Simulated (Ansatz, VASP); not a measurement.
**MnO2 in VASP and in Ansatz**

POSCAR

```
MnO2
1.0
    1.4091292993      0.8135611802      4.5219789117
   -1.4091292993      0.8135611802      4.5219789117
    0.0000000000     -1.6271223606      4.5219789117
Mn O
1 2
Direct
    0.0000000000      0.0000000000      0.0000000000
    0.7356355100      0.7356355100      0.7356355100
    0.2643644900      0.2643644900      0.2643644900
```

File INCAR.step1:

```
  PREC = Accurate
  ENCUT = 520
  ISMEAR = -1
  SIGMA = 0.05
  LREAL = False
  LASPH = True
  NELM = 150
  ISPIN = 2
  MAGMOM = 4 0 0
  LMAXMIX = 4
  NBANDS = 24
  GGA = PE
  ALGO = Normal
  EDIFF = 1E-4
  LWAVE = True
  LCHARG = False
```

INCAR.step2

```
  PREC = Accurate
  ENCUT = 520
  EDIFF = 1E-7
  ISMEAR = -1
  SIGMA = 0.05
  LREAL = False
  LASPH = True
  NELM = 150
  ALGO = Normal
  ISIF = 2
  LWAVE = False
  LCHARG = False
  ISPIN = 2
  MAGMOM = 4 0 0
  LORBIT = 11
  LMAXMIX = 4
  METAGGA = R2SCAN
  LMIXTAU = True
  NBANDS = 24
  ISTART = 1
```

Contents of KPOINTS:

```
regular mesh
0
Gamma
  11 11 11
```

input.yaml

```yaml
crystal:
  lattice:
    - [1.4091292993, 0.8135611802, 4.5219789117]
    - [-1.4091292993, 0.8135611802, 4.5219789117]
    - [0.0, -1.6271223606, 4.5219789117]
  atoms:
    - { symbol: Mn, position: [0.0, 0.0, 0.0], spin: 4.0 }
    - { symbol: O, position: [0.73563551, 0.73563551, 0.73563551] }
    - { symbol: O, position: [0.26436449, 0.26436449, 0.26436449] }
hamiltonian:
  xc: r2scan
  pseudopotentials: { kind: paw }
magnetization:
  spin_polarized: true
kpoints:
  mp_grid: { grid: [11, 11, 11] }
scf:
  occupations: { method: fermi_dirac, width: 0.05 }
output:
  forces: true
  stress: true
  eigenvalues: true
```

Alike in both runs: task single point; functional r2SCAN; k mesh 11 × 11 × 11; occupations fermi-dirac, width 0.05 eV; collinear spin.

|  | VASP | Ansatz |
| --- | --- | --- |
| version | VASP 6.6.1 | Ansatz 0.2.0 |
| potentials or method | VASP PAW PBE potentials, release 64 (Mn_pv, O) | Ansatz PAW |
| plane-wave cutoff (eV) | 520 | 500 |
| valence electrons in the cell | 25 | 27 |

|  | VASP | Ansatz | Ansatz less VASP |
| --- | --- | --- | --- |
| gap on the k mesh at the Fermi level (eV) | 1.77 | 1.81 | +0.034 |
| least direct gap on the mesh (eV) | 1.86 | 1.89 | +0.035 |
| pressure (GPa) | 9.9 | 8.7 | -1.25 |
| traceless stress, the component that is largest in VASP (GPa) | -2.95 | -2.40 | +0.550 |
| rms of the force components (eV/Å) | 0.307 | 0.261 | -0.0458 |
| net moment per atom (μB) | 1.00 | 1.00 | 0.000 |
| size of the moment on the site where the two differ most (μB) | 2.89 | 2.53 | -0.354 |

VASP's potentials were made for PBE, not for r2SCAN. Site moments also hang on the region over which each program counts them. Atom by atom the forces differ by 0.046 eV/Å (rms over components). VASP's potentials hold 25 valence electrons a cell and Ansatz's 27, so a difference there can come from the potentials and not from the codes.

Noted on Ansatz's run: the magnetic or orbital state may not be the lowest; odd divisions of the mesh miss points on the zone boundary, where band edges often lie, so the gap on the mesh can be too wide.
